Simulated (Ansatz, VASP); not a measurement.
**One calculation of GaN, two programs**

```
CELL_PARAMETERS angstrom
0.00000 2.25126 2.25126
2.25126 0.00000 2.25126
2.25126 2.25126 0.00000
ATOMIC_POSITIONS crystal
Ga 0.00000 0.00000 0.00000
N 0.75000 0.75000 0.75000
```

Alike in both runs: task single point; functional PBE; k mesh 10 × 10 × 10; occupations gaussian, width 0.02 eV; no spin polarisation.

|  | VASP | Ansatz |
| --- | --- | --- |
| version | VASP 6.6.1 | Ansatz 0.2.0 |
| potentials or method | VASP PAW PBE potentials, release 64 (Ga_d, N), cutoff 600 eV | scalar-relativistic, plane waves, PAW |
| valence electrons in the cell | 18 | 18 |

```tsv
	VASP	Ansatz	Ansatz less VASP
gap on the k mesh at the Fermi level (eV)	1.74	1.74	-0.008
least direct gap on the mesh (eV)	1.74	1.74	-0.008
pressure (GPa)	5.5	5.6	+0.09
```
